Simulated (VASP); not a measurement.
# Tl (Im-3m) in VASP: a series of runs

The runs below take Tl through single point, relaxation of cell and atoms, with PBE.

All numbers are computed with VASP 6.6.1; they aren't measurements. Logs are shortened: lines on timing, memory, paths and dates and some standing lists are left out, and cuts for length are marked.

**1. The cell of the first run**

It takes space group Im-3m (No. 229, cubic). Conventional cell: a = 3.979 Å, b = 3.979 Å, c = 3.979 Å, α = 90.00°, β = 90.00°, γ = 90.00°. Tl (site symmetry m-3m) has 14 Tl at 3.45 to 3.98 Å within 4.5 Å.

**2. Single point, PBE**

INCAR

```
  PREC = Accurate
  ENCUT = 520
  EDIFF = 1E-7
  ISMEAR = -1
  SIGMA = 0.05
  LREAL = F
  LASPH = T
  NELM = 100
  ALGO = Normal
  ISIF = 2
  LWAVE = F
  LCHARG = F
  GGA = PE
  NBANDS = 12
```

KPOINTS

```
Automatic mesh
0
Gamma
  15 15 15
```

POSCAR

```
Tl
1.0
   -1.9893391070      1.9893391070      1.9893391070
    1.9893391070     -1.9893391070      1.9893391070
    1.9893391070      1.9893391070     -1.9893391070
Tl
1
Direct
    0.0000000000      0.0000000000      0.0000000000
```

Potentials or basis: VASP PAW PBE potentials, release 64 (Tl_d).

The run is started by

```bash
$ cat potpaw_PBE.64/Tl_d/POTCAR > POTCAR
$ mpirun -np 1 vasp_std > vasp.out
```

OUTCAR:

```text
PREC = Accurate
   ENCUT = 520
   EDIFF = 1E-7
   ISMEAR = -1
   LREAL = F
   LASPH = T
   NELM = 100
   ISIF = 2
   GGA = PE

 ion  position               nearest neighbor table
   1  0.000  0.000  0.000-

  LATTYP: Found a body centered cubic cell.
 ALAT       =     3.9786782140

  Lattice vectors:

 A1 = (  -1.9893391070,   1.9893391070,   1.9893391070)
 A2 = (   1.9893391070,  -1.9893391070,   1.9893391070)
 A3 = (   1.9893391070,   1.9893391070,  -1.9893391070)

Analysis of symmetry for initial positions (statically):
=====================================================================
 Subroutine PRICEL returns:
 Original cell was already a primitive cell.

 Routine SETGRP: Setting up the symmetry group for a
 body centered cubic supercell.

 Subroutine GETGRP returns: Found 48 space group operations
 (whereof 48 operations were pure point group operations)
 out of a pool of 48 trial point group operations.

The static configuration has the point symmetry O_h .

Analysis of symmetry for dynamics (positions and initial velocities):
=====================================================================
 Subroutine PRICEL returns:
 Original cell was already a primitive cell.

 Routine SETGRP: Setting up the symmetry group for a
 body centered cubic supercell.

 Subroutine GETGRP returns: Found 48 space group operations
 (whereof 48 operations were pure point group operations)
 out of a pool of 48 trial point group operations.

The dynamic configuration has the point symmetry O_h .

 Subroutine INISYM returns: Found 48 space group operations
 (whereof 48 operations are pure point group operations),
 and found     1 'primitive' translations

----------------------------------------------------------------------------------------

                                     Primitive cell

  volume of cell :      31.4910

  direct lattice vectors                    reciprocal lattice vectors
    -1.989339107  1.989339107  1.989339107     0.000000000  0.251339753  0.251339753
     1.989339107 -1.989339107  1.989339107     0.251339753  0.000000000  0.251339753
     1.989339107  1.989339107 -1.989339107     0.251339753  0.251339753  0.000000000

  length of vectors
     3.445636407  3.445636407  3.445636407     0.355448088  0.355448088  0.355448088

  position of ions in fractional coordinates (direct lattice)
     0.000000000  0.000000000  0.000000000

  ion indices of the primitive-cell ions
   primitive index   ion index
                 1           1

[... 72 lines left out ...]
   LREAL  =      F    real-space projection
   EDIFFG = 0.1E-05   stopping-criterion for IOM
   NSW    =      0    number of steps for IOM
   IBRION =     -1    ionic relax: 0-MD 1-quasi-New 2-CG
   NFREE  =      0    steps in history (QN), initial steepest desc. (CG)
   ISIF   =      2    stress and relaxation
   ISYM   =      2    0-nonsym 1-usesym 2-fastsym
   POTIM  = 0.5000    time-step for ionic-motion
   TEBEG  =    0.0;   TEEND  =   0.0 temperature during run
   PSTRESS=    0.0 pullay stress
   NELECT =      13.0000    total number of electrons
   NUPDOWN=      -1.0000    fix difference up-down
   EMIN   =  10.00;   EMAX   =-10.00  energy-range for DOS
   EFERMI =   0.00;   METHOD = LEGACY
   ISMEAR =    -1;   SIGMA  =   0.05  broadening in eV -4-tet -1-fermi 0-gaus
   EFERMI_NEDOS =   21; number of points for ismear=-14 and -15
   IALGO  =     38    algorithm
   IMIX   =      4    mixing-type and parameters
     AMIX     =   0.40;   BMIX     =  1.00
     AMIX_MAG =   1.60;   BMIX_MAG =  1.00
  volume/ion in A,a.u.               =      31.49       212.51
  Fermi-wavevector in a.u.,A,eV,Ry     =   1.218972  2.303523 20.216804  1.485893
  Thomas-Fermi vector in A             =   2.354240
   LORBIT       =      0    0 simple, 1 ext, 2 COOP (PROOUT), +10 PAW based schemes
   GGA     = PE    functional components
   LHFCALC =     F    Hartree Fock is set to
   AEXX    =    0.0000 exact exchange contribution
   IVDW    =     0    specifies the selected vdW correction
   LEPSILON=     F    determine dielectric tensor
   LRPA    =     F    only Hartree local field effects (RPA)
 non-spin polarized calculation
  energy-cutoff  :      520.00
  volume of cell :       31.49
 maximum number of plane-waves:       887
 NGX is ok and might be reduce to    28
   NGX = 13   NGY = 13   NGZ = 13

 number of electron      12.9999997 magnetization

 Free energy of the ion-electron system (eV)
  ---------------------------------------------------
  ext. energy  EPLUGINS =         0.00000000
  ---------------------------------------------------
  free energy    TOTEN  =        -2.22233807 eV

  energy without entropy =       -2.21767881  energy(sigma->0) =       -2.22000844

 E-fermi :   5.6725     XC(G=0):  -9.7188

 val. band max:        5.6283884826   @ k =   0.2000   0.2000   0.1333
 cond. band min:       5.7149027298   @ k =  -0.3333   0.4000   0.0667
 fundamental gap:      0.0865142471
 Fermi energy:         5.6724567426

 k-point     1 :       0.0000    0.0000    0.0000
  band No.  band energies     occupation
      1      -5.9434      2.00000
      2      -5.9434      2.00000
      3      -5.9434      2.00000
      4      -5.6021      2.00000
      5      -5.6021      2.00000
      6      -3.8088      2.00000
      7      15.4559      0.00000
      8      15.4559      0.00000
      9      15.4559      0.00000
     10      17.7148      0.00000
     11      17.7148      0.00000
     12      17.7148      0.00000
[... 331 lines left out ...]
 k-point    24 :       0.4000    0.2000    0.0000
  band No.  band energies     occupation
      1      -6.0468      2.00000
      2      -5.9048      2.00000
      3      -5.6607      2.00000
      4      -5.6210      2.00000
      5      -5.4775      2.00000
      6       0.8702      2.00000
      7       4.0413      2.00000
      8       7.7418      0.00000
      9      11.6920      0.00000
     10      16.7824      0.00000
     11      19.6581      0.00000
     12      19.9802      0.00000

 [... further k-points ...]
[... 5 lines left out ...]
  --------------------------------------------------------------------------------------
  -------------------------------------------------------------------------------------
  Total       -0.0198308     -0.0198308     -0.0198308     -0.0000000     -0.0000000      0.0000000
  in kB       -1.0089400     -1.0089400     -1.0089400     -0.0000000     -0.0000000      0.0000000
  external PRESSURE =      -1.0089400 kB  Pullay stress =       0.0000000 kB

 VOLUME and BASIS-vectors are now :
 -----------------------------------------------------------------------------
  energy-cutoff  :      520.00
  volume of cell :       31.49
      direct lattice vectors                 reciprocal lattice vectors
    -1.989339107  1.989339107  1.989339107     0.000000000  0.251339753  0.251339753
     1.989339107 -1.989339107  1.989339107     0.251339753  0.000000000  0.251339753
     1.989339107  1.989339107 -1.989339107     0.251339753  0.251339753  0.000000000

 POSITION                                       TOTAL-FORCE (eV/Angst)
 -----------------------------------------------------------------------------------
      0.00000      0.00000      0.00000         0.000000      0.000000     -0.000000
 -----------------------------------------------------------------------------------
    total drift:                               -0.000000     -0.000000     -0.000000

  FREE ENERGIE OF THE ION-ELECTRON SYSTEM (eV)
  ---------------------------------------------------
  free  energy   TOTEN  =        -2.2223380677 eV

  energy  without entropy=       -2.2176788088  energy(sigma->0) =       -2.22000844
```

OSZICAR:

```text
N       E                     dE             d eps       ncg     rms          rms(c)
DAV:   1     0.515784015632E+02    0.51578E+02   -0.65580E+03  3016   0.923E+02
DAV:   2    -0.161378946870E+01   -0.53192E+02   -0.52139E+02  3260   0.211E+02
DAV:   3    -0.224044609469E+01   -0.62666E+00   -0.62625E+00  3396   0.208E+01
DAV:   4    -0.224340803078E+01   -0.29619E-02   -0.29618E-02  3296   0.166E+00
DAV:   5    -0.224344661641E+01   -0.38586E-04   -0.38585E-04  3368   0.184E-01    0.161E+00
DAV:   6    -0.222546301246E+01    0.17984E-01   -0.29402E-02  3104   0.157E+00    0.117E+00
DAV:   7    -0.222245720085E+01    0.30058E-02   -0.95806E-03  3236   0.883E-01    0.523E-01
DAV:   8    -0.222233178424E+01    0.12542E-03   -0.36426E-04  3196   0.181E-01    0.290E-02
DAV:   9    -0.222233567294E+01   -0.38887E-05   -0.41040E-06  3284   0.192E-02    0.963E-03
DAV:  10    -0.222233806381E+01   -0.23909E-05   -0.20628E-06  3216   0.134E-02    0.648E-04
DAV:  11    -0.222233806765E+01   -0.38413E-08   -0.35806E-08  1988   0.135E-03
   1 F= -.22223381E+01 E0= -.22200084E+01  d E =-.465926E-02
```

Wall time 15 s (1 thread of Intel Xeon 6975P-C (Granite Rapids), shared host); peak memory 0.18 GiB.

Results:

* Free energy: -2.2223 eV
* Pressure: -0.1 GPa

Caveat: spin-orbit coupling is left out, which moves the levels of the heavy elements.

**3. Relaxation of cell and atoms, PBE**

INCAR

```
PREC = Accurate
ENCUT = 600
EDIFF = 1E-6
ISMEAR = -1
SIGMA = 0.05
LREAL = False
LASPH = True
NELM = 100
ALGO = Normal
ISIF = 3
LWAVE = False
LCHARG = False
GGA = PE
IBRION = 2
NSW = 45
EDIFFG = -0.005
```

KPOINTS is that of step 2.

POSCAR is that of step 2.

Potentials or basis: VASP PAW PBE potentials, release 64 (Tl_d).

The run is started by

```bash
$ cat potpaw_PBE.64/Tl_d/POTCAR > POTCAR
$ mpirun -np 1 vasp_std > vasp.out
```

Wall time 30 s (1 thread of Intel Xeon 6975P-C (Granite Rapids), shared host); peak memory 0.19 GiB.

Results (log left out):

| Quantity | Value |
| --- | --- |
| Free energy | -2.2223 eV |
| Relaxed volume | 31.42 Å³/atom |
| Relaxed cell | a = 3.443 Å, b = 3.443 Å, c = 3.443 Å, α = 109.47°, β = 109.47°, γ = 109.47° |
| Space group after relaxing (to 0.05 Å) | Im-3m (No. 229) |
| Energy gained by relaxing | 0.0 meV/atom |
| Ionic steps | 4 |
| Pressure after relaxing | 0.0 GPa |

Final structure:
```xyz
1
Lattice="-1.9877 1.9877 1.9877 1.9877 -1.9877 1.9877 1.9877 1.9877 -1.9877" Properties=species:S:1:pos:R:3 pbc="T T T"
Tl    0.0000    0.0000    0.0000
```

Levels at points of the mesh, in eV from the Fermi level:
| k point | band 2 | band 3 | band 4 | band 5 | band 6 | band 7 | band 8 | band 9 | band 10 |
| --- | --- | --- | --- | --- | --- | --- | --- | --- | --- |
| (0.00, 0.00, 0.00) | -11.62 | -11.62 | -11.28 | -11.28 | -9.50 | 9.81 | 9.81 | 9.81 | 12.05 |

Caveat: spin-orbit coupling is left out, which moves the levels of the heavy elements.

**4. Single point, PBE**

INCAR

```
SYSTEM = Tl
ALGO = Normal
EDIFF = 1E-6
ENCUT = 520
GGA = PE
ISIF = 2
ISMEAR = -1
LASPH = .True.
LCHARG = .True.
LELF = .True.
LREAL = .False.
LVHAR = .True.
LWAVE = .False.
NBANDS = 12
NELM = 80
PREC = Accurate
SIGMA = 0.05
```

KPOINTS

```
k-points
0
Gamma
  15 15 15
  0 0 0
```

POSCAR is that of step 3.

Potentials or basis: VASP PAW PBE potentials, release 64 (Tl_d).

The run is started by

```bash
$ cat potpaw_PBE.64/Tl_d/POTCAR > POTCAR
$ mpirun -np 1 vasp_std > vasp.out
```

OUTCAR:

```text
SYSTEM = Tl
   EDIFF = 1E-6
   ENCUT = 520
   GGA = PE
   ISIF = 2
   ISMEAR = -1
   LASPH = .True.
   LREAL = .False.
   NELM = 80
   PREC = Accurate

 ion  position               nearest neighbor table
   1  0.000  0.000  0.000-

  LATTYP: Found a body centered cubic cell.
 ALAT       =     3.9786782140

  Lattice vectors:

 A1 = (  -1.9893391070,   1.9893391070,   1.9893391070)
 A2 = (   1.9893391070,  -1.9893391070,   1.9893391070)
 A3 = (   1.9893391070,   1.9893391070,  -1.9893391070)

Analysis of symmetry for initial positions (statically):
=====================================================================
 Subroutine PRICEL returns:
 Original cell was already a primitive cell.

 Routine SETGRP: Setting up the symmetry group for a
 body centered cubic supercell.

 Subroutine GETGRP returns: Found 48 space group operations
 (whereof 48 operations were pure point group operations)
 out of a pool of 48 trial point group operations.

The static configuration has the point symmetry O_h .

Analysis of symmetry for dynamics (positions and initial velocities):
=====================================================================
 Subroutine PRICEL returns:
 Original cell was already a primitive cell.

 Routine SETGRP: Setting up the symmetry group for a
 body centered cubic supercell.

 Subroutine GETGRP returns: Found 48 space group operations
 (whereof 48 operations were pure point group operations)
 out of a pool of 48 trial point group operations.

The dynamic configuration has the point symmetry O_h .

 Subroutine INISYM returns: Found 48 space group operations
 (whereof 48 operations are pure point group operations),
 and found     1 'primitive' translations

----------------------------------------------------------------------------------------

[... 109 lines left out ...]
     AMIX     =   0.40;   BMIX     =  1.00
     AMIX_MAG =   1.60;   BMIX_MAG =  1.00
  volume/ion in A,a.u.               =      31.49       212.51
  Fermi-wavevector in a.u.,A,eV,Ry     =   1.218972  2.303523 20.216804  1.485893
  Thomas-Fermi vector in A             =   2.354240
   LORBIT       =      0    0 simple, 1 ext, 2 COOP (PROOUT), +10 PAW based schemes
   GGA     = PE    functional components
   LHFCALC =     F    Hartree Fock is set to
   AEXX    =    0.0000 exact exchange contribution
   IVDW    =     0    specifies the selected vdW correction
   LEPSILON=     F    determine dielectric tensor
   LRPA    =     F    only Hartree local field effects (RPA)
 non-spin polarized calculation
  energy-cutoff  :      520.00
  volume of cell :       31.49
 maximum number of plane-waves:       887
 NGX is ok and might be reduce to    28
   NGX = 13   NGY = 13   NGZ = 13

 number of electron      12.9999997 magnetization

 Free energy of the ion-electron system (eV)
  ---------------------------------------------------
  ext. energy  EPLUGINS =         0.00000000
  ---------------------------------------------------
  free energy    TOTEN  =        -2.22233807 eV

  energy without entropy =       -2.21767881  energy(sigma->0) =       -2.22000844

 E-fermi :   5.6725     XC(G=0):  -9.7188

 val. band max:        5.6283884826   @ k =   0.2000   0.2000   0.1333
 cond. band min:       5.7149027298   @ k =  -0.3333   0.4000   0.0667
 fundamental gap:      0.0865142471
 Fermi energy:         5.6724567427

 k-point     1 :       0.0000    0.0000    0.0000
  band No.  band energies     occupation
      1      -5.9434      2.00000
      2      -5.9434      2.00000
      3      -5.9434      2.00000
      4      -5.6021      2.00000
      5      -5.6021      2.00000
      6      -3.8088      2.00000
      7      15.4559      0.00000
      8      15.4559      0.00000
      9      15.4559      0.00000
     10      17.7148      0.00000
     11      17.7148      0.00000
     12      17.7148      0.00000
[... 331 lines left out ...]
 k-point    24 :       0.4000    0.2000    0.0000
  band No.  band energies     occupation
      1      -6.0468      2.00000
      2      -5.9048      2.00000
      3      -5.6607      2.00000
      4      -5.6210      2.00000
      5      -5.4775      2.00000
      6       0.8702      2.00000
      7       4.0413      2.00000
      8       7.7418      0.00000
      9      11.6920      0.00000
     10      16.7824      0.00000
     11      19.6581      0.00000
     12      19.9802      0.00000

 [... further k-points ...]
[... 5 lines left out ...]
  --------------------------------------------------------------------------------------
  -------------------------------------------------------------------------------------
  Total       -0.0198309     -0.0198309     -0.0198309      0.0000000     -0.0000000      0.0000000
  in kB       -1.0089404     -1.0089404     -1.0089404      0.0000000     -0.0000000      0.0000000
  external PRESSURE =      -1.0089404 kB  Pullay stress =       0.0000000 kB

 VOLUME and BASIS-vectors are now :
 -----------------------------------------------------------------------------
  energy-cutoff  :      520.00
  volume of cell :       31.49
      direct lattice vectors                 reciprocal lattice vectors
    -1.989339107  1.989339107  1.989339107     0.000000000  0.251339753  0.251339753
     1.989339107 -1.989339107  1.989339107     0.251339753  0.000000000  0.251339753
     1.989339107  1.989339107 -1.989339107     0.251339753  0.251339753  0.000000000

 POSITION                                       TOTAL-FORCE (eV/Angst)
 -----------------------------------------------------------------------------------
      0.00000      0.00000      0.00000         0.000000      0.000000     -0.000000
 -----------------------------------------------------------------------------------
    total drift:                               -0.000000     -0.000000     -0.000000

  FREE ENERGIE OF THE ION-ELECTRON SYSTEM (eV)
  ---------------------------------------------------
  free  energy   TOTEN  =        -2.2223380674 eV

  energy  without entropy=       -2.2176788086  energy(sigma->0) =       -2.22000844
```

OSZICAR:

```text
N       E                     dE             d eps       ncg     rms          rms(c)
DAV:   1     0.515784015632E+02    0.51578E+02   -0.65580E+03  3016   0.923E+02
DAV:   2    -0.161378946870E+01   -0.53192E+02   -0.52139E+02  3260   0.211E+02
DAV:   3    -0.224044609469E+01   -0.62666E+00   -0.62625E+00  3396   0.208E+01
DAV:   4    -0.224340803078E+01   -0.29619E-02   -0.29618E-02  3296   0.166E+00
DAV:   5    -0.224344661641E+01   -0.38586E-04   -0.38585E-04  3368   0.184E-01    0.161E+00
DAV:   6    -0.222546301246E+01    0.17984E-01   -0.29402E-02  3104   0.157E+00    0.117E+00
DAV:   7    -0.222245720085E+01    0.30058E-02   -0.95806E-03  3236   0.883E-01    0.523E-01
DAV:   8    -0.222233178424E+01    0.12542E-03   -0.36426E-04  3196   0.181E-01    0.290E-02
DAV:   9    -0.222233567294E+01   -0.38887E-05   -0.41040E-06  3284   0.192E-02    0.963E-03
DAV:  10    -0.222233806382E+01   -0.23909E-05   -0.20628E-06  3200   0.134E-02    0.648E-04
DAV:  11    -0.222233806743E+01   -0.36082E-08   -0.35806E-08  1600   0.135E-03
   1 F= -.22223381E+01 E0= -.22200084E+01  d E =-.465926E-02
```

stdout:

```text
POSCAR found type information on POSCAR Tl
 POSCAR found :  1 types and       1 ions
 scaLAPACK will be used
 LDA part: xc-table for (Slater+PW92), standard interpolation
 POSCAR, INCAR and KPOINTS ok, starting setup
 FFT: planning ... GRIDC
 FFT: planning ... GRID_SOFT
 FFT: planning ... GRID
 WAVECAR not read
 entering main loop
```

Wall time 17 s (1 thread of Intel Xeon 6975P-C (Granite Rapids), shared host); peak memory 0.18 GiB.

What came out:

* Free energy: -2.2223 eV
* Pressure: -0.1 GPa

Caveat: spin-orbit coupling is left out, which moves the levels of the heavy elements.
